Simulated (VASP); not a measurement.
# Te (R-3m) in VASP: single point with r2SCAN

Aim: the single point of Te with r2SCAN.

All numbers are computed with VASP 6.6.1; they aren't measurements. Logs are shortened: lines on timing, memory, paths and dates and some standing lists are left out, and cuts for length are marked.

## 1. The cell of the first run

It takes space group R-3m (No. 166, trigonal). The conventional cell has a = 8.622 Å, b = 8.622 Å, c = 20.684 Å, α = 90.00°, β = 90.00°, γ = 120.00°. Within 3.8 Å of Te (site symmetry m) lie 4 Te at 2.90 to 3.53 Å. Te (site symmetry m) has 5 Te at 2.95 to 3.53 Å within 3.9 Å.

## 2. Single point, r2SCAN

Input file POSCAR:

```
Te
1.0
    4.3107613763      2.4888192410      6.8947751292
   -4.3107613763      2.4888192410      6.8947751292
    0.0000000000     -4.9776384820      6.8947751292
Te
12
Direct
    0.0758256608      0.5579130091      0.0758256608
    0.0758256608      0.0758256608      0.5579130091
    0.5579130091      0.0758256608      0.0758256608
    0.9241743392      0.4420869909      0.9241743392
    0.4420869909      0.9241743392      0.9241743392
    0.9241743392      0.9241743392      0.4420869909
    0.2820314417      0.6510253073      0.2820314417
    0.2820314417      0.2820314417      0.6510253073
    0.6510253073      0.2820314417      0.2820314417
    0.7179685583      0.3489746927      0.7179685583
    0.3489746927      0.7179685583      0.7179685583
    0.7179685583      0.7179685583      0.3489746927
```

Input file INCAR.step1:

```
SYSTEM = Te
  PREC = Accurate
  ENCUT = 520
  ISMEAR = 0
  SIGMA = 0.1
  LREAL = .False.
  LASPH = .True.
  NELM = 100
  NBANDS = 48
  GGA = PE
  ALGO = Normal
  EDIFF = 1E-4
  LWAVE = .True.
  LCHARG = .False.
```

Input file INCAR.step2:

```
SYSTEM = Te
  PREC = Accurate
  ENCUT = 520
  EDIFF = 1E-7
  ISMEAR = 0
  SIGMA = 0.1
  LREAL = .False.
  LASPH = .True.
  NELM = 100
  ALGO = Normal
  ISIF = 2
  LWAVE = .False.
  LCHARG = .True.
  METAGGA = R2SCAN
  LMIXTAU = .True.
  LELF = .True.
  LVHAR = .True.
  NBANDS = 48
  ISTART = 1
```

Input file KPOINTS:

```
regular mesh
0
Gamma
  3 3 3
  0 0 0
```

Potentials or basis: VASP PAW PBE potentials, release 64 (Te).

Run with:

```sh
$ cat potpaw_PBE.64/Te/POTCAR > POTCAR
$ cp INCAR.step1 INCAR
$ mpirun -np 1 vasp_std > vasp.out
$ cp INCAR.step2 INCAR
$ mpirun -np 1 vasp_std > vasp.out
```

OUTCAR:

```text
SYSTEM = Te
   PREC = Accurate
   ENCUT = 520
   EDIFF = 1E-7
   ISMEAR = 0
   LREAL = .False.
   LASPH = .True.
   NELM = 100
   ISIF = 2
   METAGGA = R2SCAN
   ISTART = 1

 ion  position               nearest neighbor table
   1  0.076  0.558  0.076-   4 2.90  11 2.95  12 2.95   7 3.53
   2  0.076  0.076  0.558-   6 2.90  10 2.95  11 2.95   8 3.53
   3  0.558  0.076  0.076-   5 2.90  10 2.95  12 2.95   9 3.53
   4  0.924  0.442  0.924-   1 2.90   9 2.95   8 2.95  10 3.53
   5  0.442  0.924  0.924-   3 2.90   7 2.95   8 2.95  11 3.53
   6  0.924  0.924  0.442-   2 2.90   7 2.95   9 2.95  12 3.53
   7  0.282  0.651  0.282-   5 2.95   6 2.95   8 3.18   9 3.18   1 3.53
   8  0.282  0.282  0.651-   4 2.95   5 2.95   7 3.18   9 3.18   2 3.53
   9  0.651  0.282  0.282-   4 2.95   6 2.95   8 3.18   7 3.18   3 3.53
  10  0.718  0.349  0.718-   3 2.95   2 2.95  12 3.18  11 3.18   4 3.53
  11  0.349  0.718  0.718-   1 2.95   2 2.95  12 3.18  10 3.18   5 3.53
  12  0.718  0.718  0.349-   1 2.95   3 2.95  10 3.18  11 3.18   6 3.53

  LATTYP: Found a trigonal (rhomboedric) cell.
 ALAT       =     8.5038114361
 COS(alpha) =     0.4860620137

  Lattice vectors:

 A1 = (   4.3107613763,   2.4888192410,   6.8947751292)
 A2 = (  -4.3107613763,   2.4888192410,   6.8947751292)
 A3 = (   0.0000000000,  -4.9776384820,   6.8947751292)

Analysis of symmetry for initial positions (statically):
=====================================================================
 Subroutine PRICEL returns:
 Original cell was already a primitive cell.

 Routine SETGRP: Setting up the symmetry group for a
 trigonal (rhombohedral) supercell.

 Subroutine GETGRP returns: Found 12 space group operations
 (whereof 12 operations were pure point group operations)
 out of a pool of 12 trial point group operations.

The static configuration has the point symmetry D_3d.

Analysis of symmetry for dynamics (positions and initial velocities):
=====================================================================
 Subroutine PRICEL returns:
 Original cell was already a primitive cell.

 Routine SETGRP: Setting up the symmetry group for a
 trigonal (rhombohedral) supercell.

 Subroutine GETGRP returns: Found 12 space group operations
 (whereof 12 operations were pure point group operations)
 out of a pool of 12 trial point group operations.

The dynamic configuration has the point symmetry D_3d.

[... 109 lines left out ...]
   PSTRESS=    0.0 pullay stress
   NELECT =      72.0000    total number of electrons
   NUPDOWN=      -1.0000    fix difference up-down
   EMIN   =  10.00;   EMAX   =-10.00  energy-range for DOS
   EFERMI =   0.00;   METHOD = LEGACY
   ISMEAR =     0;   SIGMA  =   0.10  broadening in eV -4-tet -1-fermi 0-gaus
   EFERMI_NEDOS =   21; number of points for ismear=-14 and -15
   IALGO  =     38    algorithm
   IMIX   =      4    mixing-type and parameters
     AMIX     =   0.40;   BMIX     =  1.00
     AMIX_MAG =   1.60;   BMIX_MAG =  1.00
  volume/ion in A,a.u.               =      36.99       249.59
  Fermi-wavevector in a.u.,A,eV,Ry     =   0.892852  1.687245 10.846354  0.797185
  Thomas-Fermi vector in A             =   2.014854
   LORBIT       =      0    0 simple, 1 ext, 2 COOP (PROOUT), +10 PAW based schemes
   METAGGA = R2SCAN    functional components
   LHFCALC =     F    Hartree Fock is set to
   AEXX    =    0.0000 exact exchange contribution
   IVDW    =     0    specifies the selected vdW correction
   LEPSILON=     F    determine dielectric tensor
   LRPA    =     F    only Hartree local field effects (RPA)
 non-spin polarized calculation
 Gauss-broadening in eV      SIGMA  =   0.10
  energy-cutoff  :      520.00
  volume of cell :      443.83
 maximum number of plane-waves:     11986
   NGX = 31   NGY = 31   NGZ = 31

 number of electron      71.9999999 magnetization

 Free energy of the ion-electron system (eV)
  ---------------------------------------------------
  ext. energy  EPLUGINS =         0.00000000
  ---------------------------------------------------
  free energy    TOTEN  =      -302.56975841 eV

  energy without entropy =     -302.54016905  energy(sigma->0) =     -302.55496373

 E-fermi :   4.9326     XC(G=0):  -9.0426

 val. band max:        4.7819274307   @ k =   0.3333   0.3333   0.0000
 cond. band min:       4.9895183893   @ k =  -0.3333   0.3333   0.0000
 fundamental gap:      0.2075909586
 Fermi energy:         4.9325700146

 k-point     1 :       0.0000    0.0000    0.0000
  band No.  band energies     occupation
      1      -9.1280      2.00000
      2      -7.9707      2.00000
      3      -7.7697      2.00000
      4      -7.7697      2.00000
      5      -7.1743      2.00000
      6      -7.1743      2.00000
[... 295 lines left out ...]
     47       7.6483      0.00000
     48       8.0948      0.00000

------------------------ aborting loop because EDIFF is reached ----------------------------------------

  FORCE on cell =-STRESS in cart. coord.  units (eV):
  Direction    XX          YY          ZZ          XY          YZ          ZX
  --------------------------------------------------------------------------------------
  -------------------------------------------------------------------------------------
  Total        0.4173214      0.4173214     -0.0826545      0.0000000      0.0000000     -0.0000000
  in kB        1.5064770      1.5064770     -0.2983722      0.0000000      0.0000000     -0.0000000
  external PRESSURE =       0.9048606 kB  Pullay stress =       0.0000000 kB

 VOLUME and BASIS-vectors are now :
 -----------------------------------------------------------------------------
  energy-cutoff  :      520.00
  volume of cell :      443.83
      direct lattice vectors                 reciprocal lattice vectors
     4.310761376  2.488819241  6.894775129     0.115988791  0.066966160  0.048345788
    -4.310761376  2.488819241  6.894775129    -0.115988791  0.066966160  0.048345788
     0.000000000 -4.977638482  6.894775129     0.000000000 -0.133932319  0.048345788

 POSITION                                       TOTAL-FORCE (eV/Angst)
 -----------------------------------------------------------------------------------
     -2.07816      1.19983      4.89229         0.025497     -0.014721      0.018844
      0.00000     -2.39966      4.89229        -0.000000      0.029442      0.018844
      2.07816      1.19983      4.89229        -0.025497     -0.014721      0.018844
      2.07816     -1.19983     15.79204        -0.025497      0.014721     -0.018844
     -2.07816     -1.19983     15.79204         0.025497      0.014721     -0.018844
      0.00000      2.39966     15.79204        -0.000000     -0.029442     -0.018844
     -1.59064      0.91836      8.37776        -0.013084      0.007554      0.030469
      0.00000     -1.83672      8.37776        -0.000000     -0.015108      0.030469
      1.59064      0.91836      8.37776         0.013084      0.007554      0.030469
      1.59064     -0.91836     12.30657         0.013084     -0.007554     -0.030469
     -1.59064     -0.91836     12.30657        -0.013084     -0.007554     -0.030469
      0.00000      1.83672     12.30657        -0.000000      0.015108     -0.030469
 -----------------------------------------------------------------------------------
    total drift:                               -0.000000      0.000000      0.000000

  FREE ENERGIE OF THE ION-ELECTRON SYSTEM (eV)
  ---------------------------------------------------
  free  energy   TOTEN  =      -302.5697584096 eV

  energy  without entropy=     -302.5401690495  energy(sigma->0) =     -302.55496373
```

OUTCAR.step1:

```text
SYSTEM = Te
   PREC = Accurate
   ENCUT = 520
   ISMEAR = 0
   LREAL = .False.
   LASPH = .True.
   NELM = 100
[... 545 lines left out ...]
      1.59064     -0.91836     12.30657         0.005369     -0.003100      0.047213
     -1.59064     -0.91836     12.30657        -0.005369     -0.003100      0.047213
      0.00000      1.83672     12.30657        -0.000000      0.006200      0.047213
 -----------------------------------------------------------------------------------
    total drift:                               -0.000000      0.000000      0.000000

  FREE ENERGIE OF THE ION-ELECTRON SYSTEM (eV)
  ---------------------------------------------------
  free  energy   TOTEN  =       -35.5658368884 eV

  energy  without entropy=      -35.5306846727  energy(sigma->0) =      -35.54826078
```

Run time: 6.1 min. Hardware: 1 thread of Intel Xeon 6975P-C (Granite Rapids), shared host; peak memory 0.66 GiB.

What came out:

```
Free energy            : -302.5698 eV
Pressure               : 0.1 GPa
Largest force          : 0.035 eV/Å
Band gap on the k mesh : zero (bands 36 and 37 overlap by 1.03 eV)
```

Forces on the atoms (eV/Å):
```
Te   0.025 -0.015  0.019
Te   0.000  0.029  0.019
Te  -0.025 -0.015  0.019
Te  -0.025  0.015 -0.019
Te   0.025  0.015 -0.019
Te   0.000 -0.029 -0.019
Te  -0.013  0.008  0.030
Te   0.000 -0.015  0.030
Te   0.013  0.008  0.030
Te   0.013 -0.008 -0.030
Te  -0.013 -0.008 -0.030
Te   0.000  0.015 -0.030
```

Levels at points of the mesh, in eV from the Fermi level:
```
           k point  band 33  band 34  band 35  band 36  band 37  band 38  band 39  band 40
(0.00, 0.00, 0.00)    -1.16    -1.16    -0.87    -0.87    -0.74    -0.24    -0.24     0.86
```

Caveat: the PAW data sets were made with another functional, which shifts forces and pressure a little; spin-orbit coupling is left out, which moves the levels of the heavy elements.
